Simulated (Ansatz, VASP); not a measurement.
**YBPd3: VASP beside Ansatz**

File INCAR:

```
  PREC = Accurate
  ENCUT = 520
  EDIFF = 1E-7
  ISMEAR = -1
  SIGMA = 0.15
  LREAL = False
  LASPH = True
  NELM = 60
  ALGO = Normal
  ISIF = 2
  LWAVE = False
  LCHARG = True
  LELF = True
  LVHAR = True
  NBANDS = 30
```

Contents of KPOINTS:

```
regular mesh
0
Gamma
  6 6 6
```

POSCAR

```
YBPd3
1.0
    4.3819508953      0.0000000000      0.0000000000
    0.0000000000      4.3819508953      0.0000000000
    0.0000000000      0.0000000000      4.3819508953
Y B Pd
1 1 3
Direct
    0.0000000000      0.0000000000      0.0000000000
    0.5000000000      0.5000000000      0.5000000000
    0.0000000000      0.5000000000      0.5000000000
    0.5000000000      0.5000000000      0.0000000000
    0.5000000000      0.0000000000      0.5000000000
```

Input for Ansatz:

```yaml
crystal:
  lattice:
    - [4.381950895260804, 0.0, 0.0]
    - [0.0, 4.381950895260804, 0.0]
    - [0.0, 0.0, 4.381950895260804]
  atoms:
    - { symbol: "Y", position: [0.0, 0.0, 0.0] }
    - { symbol: B, position: [0.5, 0.5, 0.5] }
    - { symbol: Pd, position: [0.0, 0.5, 0.5] }
    - { symbol: Pd, position: [0.5, 0.5, 0.0] }
    - { symbol: Pd, position: [0.5, 0.0, 0.5] }
basis:
  ecutwfc: 500.0
kpoints:
  mp_grid:
    grid: [6, 6, 6]
hamiltonian:
  xc: lda
scf:
  convergence:
    dr2_threshold: 1.0e-10
  occupations:
    method: fermi_dirac
    width: 0.15
output:
  stress: true
```

Alike in both runs: task single point; functional LDA; k mesh 6 × 6 × 6; occupations fermi-dirac, width 0.15 eV; no spin polarisation.

|  | VASP | Ansatz |
| --- | --- | --- |
| version | VASP 6.6.1 | Ansatz 0.2.0 |
| potentials or method | VASP PAW LDA potentials, release 64 (Y_sv, B, Pd), cutoff 520 eV | plane waves, PAW |
| valence electrons in the cell | 44 | 68 |

VASP gave:

| Quantity | Value |
| --- | --- |
| pressure (GPa) | -14.7 |

Q: Which values does Ansatz return?

A: Pressure (GPa): -14.9.

LDA's correlation is that of Perdew and Zunger in VASP and of Perdew and Wang (1992) in Ansatz. VASP's potentials hold 44 valence electrons a cell and Ansatz's 68, so a difference there can come from the potentials and not from the codes.
